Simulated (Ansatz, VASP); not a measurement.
NbRu3C in VASP and in Ansatz

```
Ru Nb C
1.0
     4.06514    0.00000    0.00000
     0.00000    4.06514    0.00000
     0.00000    0.00000    4.06514
Ru Nb C
3 1 1
Direct
  0.50000 0.50000 0.00000
  0.50000 0.00000 0.50000
  0.00000 0.50000 0.50000
  0.00000 0.00000 0.00000
  0.50000 0.50000 0.50000
```

Alike in both runs: functional BLYP; k mesh 7 × 7 × 7; occupations fermi-dirac, width 0.05 eV; no spin polarisation.

|  | VASP | Ansatz |
| --- | --- | --- |
| version | VASP 6.6.1 | Ansatz 0.2.0 |
| potentials or method | VASP PAW PBE potentials, release 64 (Ru_pv, Nb_sv, C) | Ansatz PAW |
| plane-wave cutoff (eV) | 520 | 420 |
| valence electrons in the cell | 59 | 65 |
| task | single point | projected density of states |

```csv
,VASP,Ansatz,Ansatz less VASP
gap on the k mesh at the Fermi level (eV),none,none,-
pressure (GPa),8.7,8.2,-0.52
```

VASP's potentials were made for PBE, not for BLYP. A gap of «none» marks a metal or a gap that the smearing closes. The functional is the same, so the differences come from potentials, cutoffs and numerics. VASP's potentials hold 59 valence electrons a cell and Ansatz's 65, so a difference there can come from the potentials and not from the codes.
